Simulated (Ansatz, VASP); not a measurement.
# One calculation of MgS, two programs

```
Mg S
1.0
     3.61152    0.00000    0.00000
    -1.80576    3.12767    0.00000
     0.00000    0.00000    3.31536
Mg S
1 1
Cartesian
  0.0000 2.0851 1.6577
  0.0000 0.0000 0.0000
```

Change from the starting cell: species swapped into the LaDy type (P-6m2, No. 187).

Alike in both runs: functional PBE; k mesh 6 × 6 × 4; occupations gaussian, width 0.1 eV; no spin polarisation.

Ansatz relaxed the structure, and its values are those at the end. VASP's run is a single point on that final structure, the one shown.

|  | VASP | Ansatz |
| --- | --- | --- |
| version | VASP 6.6.1 | Ansatz 0.2.0 |
| potentials or method | VASP PAW PBE potentials, release 64 (Mg, S), cutoff 520 eV | scalar-relativistic, plane waves, PAW |
| valence electrons in the cell | 8 | 16 |

VASP gave:

```
gap on the k mesh at the Fermi level (eV) : 1.13
least direct gap on the mesh (eV)         : 2.07
pressure (GPa)                            : -0.3
```

Task: Which values does Ansatz return?

Result: gap on the k mesh at the Fermi level (eV): 1.15; least direct gap on the mesh (eV): 2.09; pressure (GPa): -0.1.

VASP's potentials hold 8 valence electrons a cell and Ansatz's 16, so a difference there can come from the potentials and not from the codes.

The k mesh is coarse, so the values compare programs but aren't converged.
